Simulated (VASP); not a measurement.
Here is a VASP 6.6.1 calculation.

INCAR

```
ALGO     = Normal         # electronic algorithm
EDIFF    = 1E-6           # SCF threshold, eV
ENCUT    = 520            # plane-wave cutoff, eV
GGA      = PE             # functional
ISIF     = 2              # what is computed and relaxed
ISMEAR   = -1             # smearing method
LASPH    = T              # aspherical terms in the spheres
LCHARG   = F              # write CHGCAR
LREAL    = F              # projectors in reciprocal space
LWAVE    = F              # write WAVECAR
NBANDS   = 28             # bands
NELM     = 80             # most SCF steps
PREC     = Accurate       # precision mode
SIGMA    = 0.05           # smearing width, eV
```

The input KPOINTS:

```
k-points
0
Gamma
  7 6 7
```

The input POSCAR:

```
BaTiO3
1.0
    3.7288979900     -0.4219254500      0.0223674800
   -0.2844733300      3.2754742700      3.1100811900
    0.3164270400     -2.7537071700      2.5899183700
Ba Ti O
1 1 3
Direct
    0.0036372600      0.9972694200      0.9985015400
    0.5002452300      0.5116078500      0.5101821300
    0.9983542100      0.4928168200      0.4950359800
    0.4999067000      0.5015397800      0.9945381500
    0.4978566000      0.9929861300      0.4979621900
```

Potentials or basis: VASP PAW PBE potentials, release 64 (Ba_sv, Ti_sv, O).

The run is started by

```bash
$ cat potpaw_PBE.64/Ba_sv/POTCAR potpaw_PBE.64/Ti_sv/POTCAR potpaw_PBE.64/O/POTCAR > POTCAR
$ mpirun -np 1 vasp_std > vasp.out
```

What does it give for the band gap on the k mesh?

0.53 eV (least direct gap 0.64 eV).

Estimate the largest force.

0.747 eV/Å.

What does it give for the pressure?

20.0 GPa.

Stress tensor (GPa, compression positive):
```
 33.06  27.46  -8.07
 27.46   8.16 -17.24
 -8.07 -17.24  18.74
```

Caveat: the stress differs along the axes, from 8 to 33 GPa; spin-orbit coupling is left out, which moves the levels of the heavy elements. A hybrid or GW would open this gap; PBE tends to underestimate it.
